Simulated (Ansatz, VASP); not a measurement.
**Two plane-wave programs on Ge2Sb2Te5**

INCAR

```
SYSTEM = Ge2Sb2Te5
ALGO     = Normal         ! electronic algorithm
EDIFF    = 1E-7           ! SCF threshold, eV
ENCUT    = 520            ! plane-wave cutoff, eV
GGA      = PE             ! functional
ISIF     = 2              ! what is computed and relaxed
ISMEAR   = 0              ! smearing method
LASPH    = .TRUE.         ! aspherical terms in the spheres
LCHARG   = .FALSE.        ! write CHGCAR
LREAL    = .FALSE.        ! projectors in reciprocal space
LWAVE    = .FALSE.        ! write WAVECAR
NBANDS   = 44             ! bands
NELM     = 100            ! most SCF steps
PREC     = Accurate       ! precision mode
SIGMA    = 0.03           ! smearing width, eV
```

File KPOINTS:

```
k-points
0
G
  12 12 2
  0 0 0
```

Contents of POSCAR:

```
Ge2Sb2Te5
1.0
    4.3623867130      0.0000000000      0.0000000000
   -2.1811933565      3.7779377146      0.0000000000
    0.0000000000      0.0000000000     15.4384865773
Ge Sb Te
2 2 5
Direct
    0.0000000000      0.0000000000      0.3313200918
    0.0000000000      0.0000000000      0.6686799082
    0.3333333333      0.6666666667      0.1120971408
    0.6666666667      0.3333333333      0.8879028592
    0.0000000000      0.0000000000      0.0000000000
    0.3333333333      0.6666666667      0.7914345914
    0.6666666667      0.3333333333      0.2085654086
    0.3333333333      0.6666666667      0.4096023866
    0.6666666667      0.3333333333      0.5903976134
```

Input for Ansatz:

```yaml
crystal:
  lattice:
    - [4.362386713, 0.0, 0.0]
    - [-2.1811933565, 3.7779377146, 0.0]
    - [0.0, 0.0, 15.4384865773]
  atoms:
    - { symbol: Ge, position: [0.0, 0.0, 0.3313200918] }
    - { symbol: Ge, position: [0.0, 0.0, 0.6686799082] }
    - { symbol: Sb, position: [0.3333333333, 0.6666666667, 0.1120971408] }
    - { symbol: Sb, position: [0.6666666667, 0.3333333333, 0.8879028592] }
    - { symbol: Te, position: [0.0, 0.0, 0.0] }
    - { symbol: Te, position: [0.3333333333, 0.6666666667, 0.7914345914] }
    - { symbol: Te, position: [0.6666666667, 0.3333333333, 0.2085654086] }
    - { symbol: Te, position: [0.3333333333, 0.6666666667, 0.4096023866] }
    - { symbol: Te, position: [0.6666666667, 0.3333333333, 0.5903976134] }
basis:
  ecutwfc: 420
kpoints:
  mp_grid: { grid: [12, 12, 2] }
hamiltonian:
  xc: pbe
scf:
  occupations: { method: gaussian, width: 0.03 }
output:
  forces: true
  stress: true
  eigenvalues: true
```

Alike in both runs: task single point; functional PBE; k mesh 12 × 12 × 2; occupations gaussian, width 0.03 eV; no spin polarisation.

```csv
,VASP,Ansatz
version,VASP 6.6.1,Ansatz 0.2.0
potentials or method,"VASP PAW PBE potentials, release 64 (Ge_d, Sb, Te), cutoff 520 eV","scalar-relativistic, plane waves, PAW"
valence electrons in the cell,68,138
```

```csv
,VASP,Ansatz,Ansatz less VASP
gap on the k mesh at the Fermi level (eV),none,none,-
pressure (GPa),5.7,5.7,-0.02
"traceless stress, the component that is largest in VASP (GPa)",2.47,2.54,+0.074
rms of the force components (eV/Å),0.358,0.351,-0.0071
```

Atom by atom the forces differ by 0.009 eV/Å (rms over components). A gap of «none» marks a metal or a gap that the smearing closes. VASP's potentials hold 68 valence electrons a cell and Ansatz's 138, so a difference there can come from the potentials and not from the codes.

Neither program's run includes spin-orbit coupling.
